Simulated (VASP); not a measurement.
The system is Pd.

```
Pd
1.0
     3.89000    0.00000    0.00000
     0.00000    3.89000    0.00000
     0.00000    0.00000    3.89000
Pd
4
Direct
  0.00000 0.00000 0.00000
  0.00000 0.50000 0.50000
  0.50000 0.00000 0.50000
  0.50000 0.50000 0.00000
```

| Quantity | Value |
| --- | --- |
| Program | VASP 6.6.1 |
| Task | relaxation of volume and atoms at fixed shape |
| Functional | LDA |
| Potentials or basis | VASP PAW LDA potentials, release 64 (Pd) |
| Cutoff | 500 eV |
| k mesh | 5 × 5 × 5 |
| Occupations | methfessel-paxton, width 0.05 eV |
| Spin | no spin polarisation |

At the start: pressure -8.2 GPa; volume 14.72 Å³/atom.

**Question.** Where does the relaxation end?

**Answer.** Over 4 steps the energy falls by 15.4 meV/atom and the volume is 14.14 Å³/atom (-3.9 %); space group Fm-3m (No. 225, to 0.1 Å) before and after.

The path:
| step | energy change (eV) | largest force (eV/Å) | pressure (GPa) | volume (Å³) |
| --- | --- | --- | --- | --- |
| 1 | 0.0000 | 0.0000 | -8.21 | 58.86 |
| 2 | 0.1594 | 0.0000 | 19.68 | 52.67 |
| 3 | -0.0617 | 0.0000 | -0.20 | 56.60 |
| 4 | -0.0618 | 0.0000 | -0.02 | 56.56 |

Final structure:
```
Pd
1.0
     3.83855    0.00000    0.00000
     0.00000    3.83855    0.00000
     0.00000    0.00000    3.83855
Pd
4
Cartesian
  3.8386 0.0000 3.8386
  0.0000 1.9193 1.9193
  1.9193 3.8386 1.9193
  1.9193 1.9193 0.0000
```
